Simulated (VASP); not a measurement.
# AlCo (Pm-3m) in VASP: notebook

AlCo is run at these levels: PBEsol; tasks: single point, relaxation of cell and atoms.

Everything below comes from runs of VASP 6.6.1. Logs are shortened: lines on timing, memory, paths and dates and some standing lists are left out, and cuts for length are marked.

**1. The cell of the first run**

The structure is cubic, space group Pm-3m (No. 221). Conventional cell: a = 2.823 Å, b = 2.823 Å, c = 2.823 Å, α = 90.00°, β = 90.00°, γ = 90.00°. Al (site symmetry m-3m) has 8 Co at 2.44 Å and 6 Al at 2.82 Å within 3.2 Å. Within 3.2 Å of Co (site symmetry m-3m) lie 8 Al at 2.44 Å and 6 Co at 2.82 Å.

**2. Single point, PBEsol**

INCAR reads:

```
SYSTEM = AlCo
  PREC = Accurate
  ENCUT = 520
  EDIFF = 1E-6
  ISMEAR = 0
  SIGMA = 0.1
  LREAL = .FALSE.
  LASPH = .TRUE.
  NELM = 80
  ALGO = Normal
  ISIF = 2
  LWAVE = .FALSE.
  LCHARG = .FALSE.
  GGA = PS
  NBANDS = 13
```

KPOINTS reads:

```
regular mesh
0
G
  14 14 14
  0 0 0
```

POSCAR reads:

```
AlCo
1.0
    2.8227887640      0.0000000000      0.0000000000
    0.0000000000      2.8227887640      0.0000000000
    0.0000000000      0.0000000000      2.8227887640
Al Co
1 1
Direct
    0.0000000000      0.0000000000      0.0000000000
    0.5000000000      0.5000000000      0.5000000000
```

Potentials or basis: VASP PAW PBE potentials, release 64 (Al, Co).

Command:

```sh
$ cat potpaw_PBE.64/Al/POTCAR potpaw_PBE.64/Co/POTCAR > POTCAR
$ mpirun -np 1 vasp_std > vasp.out
```

OUTCAR:

```text
SYSTEM = AlCo
   PREC = Accurate
   ENCUT = 520
   EDIFF = 1E-6
   ISMEAR = 0
   LREAL = .FALSE.
   LASPH = .TRUE.
   NELM = 80
   ISIF = 2
   GGA = PS

 ion  position               nearest neighbor table
   1  0.000  0.000  0.000-   2 2.44   2 2.44   2 2.44   2 2.44   2 2.44   2 2.44   2 2.44   2 2.44

   2  0.500  0.500  0.500-   1 2.44   1 2.44   1 2.44   1 2.44   1 2.44   1 2.44   1 2.44   1 2.44

  LATTYP: Found a simple cubic cell.
 ALAT       =     2.8227887640

  Lattice vectors:

 A1 = (   2.8227887640,   0.0000000000,   0.0000000000)
 A2 = (   0.0000000000,   2.8227887640,   0.0000000000)
 A3 = (   0.0000000000,   0.0000000000,   2.8227887640)

Analysis of symmetry for initial positions (statically):
=====================================================================
 Subroutine PRICEL returns:
 Original cell was already a primitive cell.

 Routine SETGRP: Setting up the symmetry group for a
 simple cubic supercell.

 Subroutine GETGRP returns: Found 48 space group operations
 (whereof 48 operations were pure point group operations)
 out of a pool of 48 trial point group operations.

The static configuration has the point symmetry O_h .

Analysis of symmetry for dynamics (positions and initial velocities):
=====================================================================
 Subroutine PRICEL returns:
 Original cell was already a primitive cell.

 Routine SETGRP: Setting up the symmetry group for a
 simple cubic supercell.

 Subroutine GETGRP returns: Found 48 space group operations
 (whereof 48 operations were pure point group operations)
 out of a pool of 48 trial point group operations.

The dynamic configuration has the point symmetry O_h .

 Subroutine INISYM returns: Found 48 space group operations
 (whereof 48 operations are pure point group operations),
 and found     1 'primitive' translations

----------------------------------------------------------------------------------------

                                     Primitive cell

  volume of cell :      22.4924

  direct lattice vectors                    reciprocal lattice vectors
     2.822788764  0.000000000  0.000000000     0.354259593  0.000000000  0.000000000
     0.000000000  2.822788764  0.000000000     0.000000000  0.354259593  0.000000000
     0.000000000  0.000000000  2.822788764     0.000000000  0.000000000  0.354259593

  length of vectors
     2.822788764  2.822788764  2.822788764     0.354259593  0.354259593  0.354259593

  position of ions in fractional coordinates (direct lattice)
     0.000000000  0.000000000  0.000000000
     0.500000000  0.500000000  0.500000000

  ion indices of the primitive-cell ions
   primitive index   ion index
                 1           1
                 2           2

----------------------------------------------------------------------------------------

 KPOINTS: regular mesh

Automatic generation of k-mesh.
 Grid dimensions read from file:
 generate k-points for:   14   14   14

 Generating k-lattice:

  Cartesian coordinates                     Fractional coordinates (reciprocal lattice)
     0.025304257  0.000000000  0.000000000     0.071428571  0.000000000  0.000000000
     0.000000000  0.025304257  0.000000000     0.000000000  0.071428571  0.000000000
     0.000000000  0.000000000  0.025304257     0.000000000  0.000000000  0.071428571

  Length of vectors
     0.025304257  0.025304257  0.025304257

  Shift w.r.t. Gamma in fractional coordinates (k-lattice)
     0.000000000  0.000000000  0.000000000

 Subroutine IBZKPT returns following result:
 ===========================================

 Found    120 irreducible k-points:

 Following reciprocal coordinates:
            Coordinates               Weight
  0.000000  0.000000  0.000000      1.000000
  0.071429  0.000000  0.000000      6.000000
  0.142857  0.000000  0.000000      6.000000
  0.214286  0.000000  0.000000      6.000000
  0.285714  0.000000  0.000000      6.000000
  0.357143  0.000000  0.000000      6.000000
[... 16 lines left out ...]
  0.285714  0.214286  0.000000     24.000000
  0.357143  0.214286  0.000000     24.000000
 [... further k-points ...]
   k-points           NKPTS =    120   k-points in BZ     NKDIM =    120   number of bands    NBANDS=     13
   number of dos      NEDOS =    301   number of ions     NIONS =      2
   total plane-waves  NPLWV =  13824
   dimension x,y,z NGX =    24 NGY =   24 NGZ =   24
   dimension x,y,z NGXF=    48 NGYF=   48 NGZF=   48
   ions per type =               1   1
   NGX,Y,Z   is equivalent  to a cutoff of  14.13, 14.13, 14.13 a.u.
   NGXF,Y,Z  is equivalent  to a cutoff of  28.27, 28.27, 28.27 a.u.
 SYSTEM =  AlCo
   PREC   = accura    normal or accurate (medium, high low for compatibility)
   ISTART =      0    job   : 0-new  1-cont  2-samecut
   ICHARG =      2    charge: 1-file 2-atom 10-const
   ISPIN  =      1    spin polarized calculation?
   LNONCOLLINEAR =      F non collinear calculations
   LSORBIT =      F    spin-orbit coupling
   LASPH  =      T    aspherical Exc in radial PAW
   ENCUT  =  520.0 eV  38.22 Ry    6.18 a.u.   5.25  5.25  5.25*2*pi/ulx,y,z
   NELM   =     80;   NELMIN=  2; NELMDL= -5     # of ELM steps
   EDIFF  = 0.1E-05   stopping-criterion for ELM
   LREAL  =      F    real-space projection
   EDIFFG = 0.1E-04   stopping-criterion for IOM
   NSW    =      0    number of steps for IOM
   IBRION =     -1    ionic relax: 0-MD 1-quasi-New 2-CG
   NFREE  =      0    steps in history (QN), initial steepest desc. (CG)
   ISIF   =      2    stress and relaxation
   ISYM   =      2    0-nonsym 1-usesym 2-fastsym
   POTIM  = 0.5000    time-step for ionic-motion
   TEBEG  =    0.0;   TEEND  =   0.0 temperature during run
   PSTRESS=    0.0 pullay stress
   NELECT =      12.0000    total number of electrons
   NUPDOWN=      -1.0000    fix difference up-down
   EMIN   =  10.00;   EMAX   =-10.00  energy-range for DOS
   EFERMI =   0.00;   METHOD = LEGACY
   ISMEAR =     0;   SIGMA  =   0.10  broadening in eV -4-tet -1-fermi 0-gaus
   EFERMI_NEDOS =   21; number of points for ismear=-14 and -15
   IALGO  =     38    algorithm
   IMIX   =      4    mixing-type and parameters
     AMIX     =   0.40;   BMIX     =  1.00
     AMIX_MAG =   1.60;   BMIX_MAG =  1.00
  volume/ion in A,a.u.               =      11.25        75.89
  Fermi-wavevector in a.u.,A,eV,Ry     =   1.327772  2.509125 23.986781  1.762979
  Thomas-Fermi vector in A             =   2.457059
   LORBIT       =      0    0 simple, 1 ext, 2 COOP (PROOUT), +10 PAW based schemes
   GGA     = PS    functional components
   LHFCALC =     F    Hartree Fock is set to
   AEXX    =    0.0000 exact exchange contribution
   IVDW    =     0    specifies the selected vdW correction
   LEPSILON=     F    determine dielectric tensor
   LRPA    =     F    only Hartree local field effects (RPA)
 non-spin polarized calculation
 Gauss-broadening in eV      SIGMA  =   0.10
  energy-cutoff  :      520.00
  volume of cell :       22.49
 maximum number of plane-waves:       624
 NGX is ok and might be reduce to    24
   NGX = 11   NGY = 11   NGZ = 11

 number of electron      11.9999996 magnetization

 Free energy of the ion-electron system (eV)
  ---------------------------------------------------
  ext. energy  EPLUGINS =         0.00000000
  ---------------------------------------------------
  free energy    TOTEN  =       -13.08409474 eV

  energy without entropy =      -13.08080790  energy(sigma->0) =      -13.08245132

 E-fermi :  10.8434     XC(G=0): -12.5257

 val. band max:       10.8350636862   @ k =   0.5000   0.3571   0.0714
 cond. band min:      10.9128585945   @ k =   0.5000   0.2857   0.0000
 fundamental gap:      0.0777949083
 Fermi energy:        10.8433887680

 k-point     1 :       0.0000    0.0000    0.0000
  band No.  band energies     occupation
      1      -0.4284      2.00000
      2       7.7213      2.00000
      3       7.7213      2.00000
      4       9.9845      2.00000
      5       9.9845      2.00000
      6       9.9845      2.00000
      7      16.9441      0.00000
      8      16.9441      0.00000
      9      16.9441      0.00000
     10      19.7080      0.00000
     11      19.7080      0.00000
     12      26.5370      0.00000
     13      32.7852      0.00000

 k-point     2 :       0.0714    0.0000    0.0000
  band No.  band energies     occupation
      1      -0.3295      2.00000
      2       7.7132      2.00000
      3       7.7493      2.00000
      4       9.9300      2.00000
      5       9.9300      2.00000
      6       9.9903      2.00000
      7      16.0048      0.00000
      8      17.0823      0.00000
      9      17.0823      0.00000
     10      19.6923      0.00000
     11      20.5800      0.00000
     12      26.8491      0.00000
     13      31.6854      0.00000

 k-point     3 :       0.1429    0.0000    0.0000
  band No.  band energies     occupation
      1      -0.0348      2.00000
      2       7.6609      2.00000
      3       7.8288      2.00000
      4       9.7839      2.00000
      5       9.7839      2.00000
      6      10.0065      2.00000
      7      14.4464      0.00000
      8      17.4801      0.00000
      9      17.4801      0.00000
     10      19.6458      0.00000
     11      21.9120      0.00000
     12      27.8260      0.00000
     13      29.9477      0.00000
[... 305 lines left out ...]
 k-point    23 :       0.2857    0.2143    0.0000
  band No.  band energies     occupation
      1       1.9369      2.00000
      2       7.3801      2.00000
      3       7.9903      2.00000
      4       8.9951      2.00000
      5       9.4492      2.00000
      6       9.7051      2.00000
      7      12.2844      0.00000
      8      14.8205      0.00000
      9      19.9625      0.00000
     10      20.3434      0.00000
     11      23.4153      0.00000
     12      27.1137      0.00000
     13      27.4960      0.00000

 k-point    24 :       0.3571    0.2143    0.0000
  band No.  band energies     occupation
      1       2.7284      2.00000
      2       6.6654      2.00000
      3       8.2043      2.00000
      4       8.9233      2.00000
      5       9.2943      2.00000
      6       9.7309      2.00000
      7      11.5238      0.00000
      8      15.4396      0.00000
      9      19.3720      0.00000
     10      20.8675      0.00000
     11      23.2369      0.00000
     12      25.6436      0.00000
     13      27.9349      0.00000

 [... further k-points ...]
[... 5 lines left out ...]
  --------------------------------------------------------------------------------------
  -------------------------------------------------------------------------------------
  Total        0.0083545      0.0083545      0.0083545     -0.0000000     -0.0000000     -0.0000000
  in kB        0.5951109      0.5951109      0.5951109     -0.0000000     -0.0000000     -0.0000000
  external PRESSURE =       0.5951109 kB  Pullay stress =       0.0000000 kB

 VOLUME and BASIS-vectors are now :
 -----------------------------------------------------------------------------
  energy-cutoff  :      520.00
  volume of cell :       22.49
      direct lattice vectors                 reciprocal lattice vectors
     2.822788764  0.000000000  0.000000000     0.354259593  0.000000000  0.000000000
     0.000000000  2.822788764  0.000000000     0.000000000  0.354259593  0.000000000
     0.000000000  0.000000000  2.822788764     0.000000000  0.000000000  0.354259593

 POSITION                                       TOTAL-FORCE (eV/Angst)
 -----------------------------------------------------------------------------------
      0.00000      0.00000      0.00000         0.000000      0.000000      0.000000
      1.41139      1.41139      1.41139         0.000000      0.000000      0.000000
 -----------------------------------------------------------------------------------
    total drift:                                0.000000     -0.000000     -0.000000

  FREE ENERGIE OF THE ION-ELECTRON SYSTEM (eV)
  ---------------------------------------------------
  free  energy   TOTEN  =       -13.0840947399 eV

  energy  without entropy=      -13.0808079025  energy(sigma->0) =      -13.08245132
```

Wall time 12 s (1 thread of Intel Xeon Platinum 8559C (Emerald Rapids), shared host); peak memory 0.16 GiB.

Results:

```
Free energy            : -13.0841 eV
Pressure               : 0.1 GPa
Band gap on the k mesh : zero (band 6 reaches 13.20 eV, above the bottom of band 7 at 10.57 eV)
```

Levels at points of the mesh, in eV from the Fermi level:
| k point | band 2 | band 3 | band 4 | band 5 | band 6 | band 7 | band 8 | band 9 | band 10 | band 11 |
| --- | --- | --- | --- | --- | --- | --- | --- | --- | --- | --- |
| (0.00, 0.00, 0.00) | -3.12 | -3.12 | -0.86 | -0.86 | -0.86 | 6.10 | 6.10 | 6.10 | 8.86 | 8.86 |
| (0.50, 0.00, 0.00) | -6.79 | -2.51 | -1.77 | -1.77 | -0.74 | 0.17 | 8.44 | 10.74 | 10.74 | 11.97 |
| (0.50, 0.50, 0.00) | -3.21 | -2.74 | -2.74 | -1.56 | -1.56 | -0.27 | 2.48 | 3.66 | 13.09 | 16.08 |
| (0.50, 0.50, 0.50) | -4.07 | -4.07 | -0.23 | -0.23 | 2.36 | 2.36 | 2.36 | 4.41 | 5.52 | 5.52 |

Caveat: the PAW data sets were made with another functional, which shifts forces and pressure a little. Spin polarisation is off, so any magnetic state and its effect on volume and gap are missing.

**3. Relaxation of cell and atoms, PBEsol**

This run uses another cell than the first one, of 11.60 Å³/atom, 1.031 times its volume.

INCAR reads:

```
SYSTEM = AlCo
ALGO = Fast
EDIFF = 1E-6
EDIFFG = -0.005
ENCUT = 600
GGA = PS
IBRION = 2
ISIF = 3
ISMEAR = 0
LASPH = .True.
LCHARG = .False.
LREAL = .False.
LWAVE = .False.
NELM = 80
NSW = 70
PREC = Accurate
SIGMA = 0.1
```

KPOINTS reads:

```
k-points
0
Gamma
  14 14 14
  0 0 0
```

POSCAR reads:

```
AlCo
1.0
    2.8519024094      0.0000000000      0.0000000000
    0.0000000000      2.8519024094      0.0000000000
    0.0000000000      0.0000000000      2.8519024094
Al Co
1 1
Direct
    0.0000000000      0.0000000000      0.0000000000
    0.5000000000      0.5000000000      0.5000000000
```

Potentials or basis: VASP PAW PBE potentials, release 64 (Al, Co).

Command:

```sh
$ cat potpaw_PBE.64/Al/POTCAR potpaw_PBE.64/Co/POTCAR > POTCAR
$ mpirun -np 1 vasp_std > vasp.out
```

Wall time 42 s (1 thread of Intel Xeon Platinum 8559C (Emerald Rapids), shared host); peak memory 0.17 GiB.

The run converged. Its results:

```yaml
Free_energy: -13.0843 eV
Relaxed_volume: 11.26 Å³/atom
Relaxed_cell: a = 2.824 Å, b = 2.824 Å, c = 2.824 Å, α = 90.00°, β = 90.00°, γ = 90.00°
Space_group_after_relaxing_to_0.05_Å: Pm-3m (No. 221)
Energy_gained_by_relaxing: 6.3 meV/atom
Ionic_steps: 5
Pressure_after_relaxing: 0.0 GPa
Band_gap_on_the_k_mesh: zero (band 6 reaches 13.19 eV, above the bottom of band 7 at 10.56 eV)
```

The path:
```
step  energy change (eV)  largest force (eV/Å)  pressure (GPa)  volume (Å³)
   1              0.0000                0.0000           -5.66        23.20
   2             -0.0009                0.0000            6.14        21.85
   3             -0.0126                0.0000            0.44        22.49
   4             -0.0126                0.0000           -0.69        22.54
   5             -0.0126                0.0000           -0.01        22.51
```

Final structure:
```
CELL_PARAMETERS angstrom
2.82360 0.00000 0.00000
0.00000 2.82360 0.00000
0.00000 0.00000 2.82360
ATOMIC_POSITIONS crystal
Al 0.00000 0.00000 0.00000
Co 0.50000 0.50000 0.50000
```

Levels at points of the mesh, in eV from the Fermi level:
```
           k point  band 2  band 3  band 4  band 5  band 6  band 7  band 8  band 9  band 10
(0.00, 0.00, 0.00)   -3.12   -3.12   -0.86   -0.86   -0.86    6.10    6.10    6.10     8.86
(0.50, 0.00, 0.00)   -6.78   -2.50   -1.77   -1.77   -0.74    0.17    8.44   10.73    10.73
(0.50, 0.50, 0.00)   -3.20   -2.73   -2.73   -1.56   -1.56   -0.27    2.48    3.66    13.08
(0.50, 0.50, 0.50)   -4.06   -4.06   -0.23   -0.23    2.36    2.36    2.36    4.40     5.51
```

Caveat: the PAW data sets were made with another functional, which shifts forces and pressure a little. Spin polarisation is off, so any magnetic state and its effect on volume and gap are missing.
